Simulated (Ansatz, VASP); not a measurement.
**Two plane-wave programs on CoPdO2**

```xyz
4
Lattice="1.5115 0.8726 5.7535 -1.5115 0.8726 5.7535 0.0000 -1.7453 5.7535" Properties=species:S:1:pos:R:3 pbc="T T T"
Co    0.0000    0.0000    8.6303
Pd    0.0000    0.0000    0.0000
O     0.0000    0.0000   15.4558
O     0.0000    0.0000    1.8048
```

Alike in both runs: task single point; functional LDA; k mesh 18 × 18 × 18; occupations gaussian, width 0.1 eV; no spin polarisation.

|  | VASP | Ansatz |
| --- | --- | --- |
| version | VASP 6.6.1 | Ansatz 0.2.0 |
| potentials or method | VASP PAW LDA potentials, release 64 (Co, Pd, O), cutoff 520 eV | scalar-relativistic, plane waves, PAW |
| valence electrons in the cell | 31 | 47 |

|  | VASP | Ansatz | Ansatz less VASP |
| --- | --- | --- | --- |
| gap on the k mesh at the Fermi level (eV) | none | none | - |
| pressure (GPa) | -15.0 | -15.2 | -0.19 |
| traceless stress, the component that is largest in VASP (GPa) | 30.91 | 31.00 | +0.087 |
| rms of the force components (eV/Å) | 2.124 | 2.147 | +0.0231 |

LDA's correlation is that of Perdew and Zunger in VASP and of Perdew and Wang (1992) in Ansatz. Atom by atom the forces differ by 0.023 eV/Å (rms over components). A gap of «none» marks a metal or a gap that the smearing closes. VASP's potentials hold 31 valence electrons a cell and Ansatz's 47, so a difference there can come from the potentials and not from the codes.
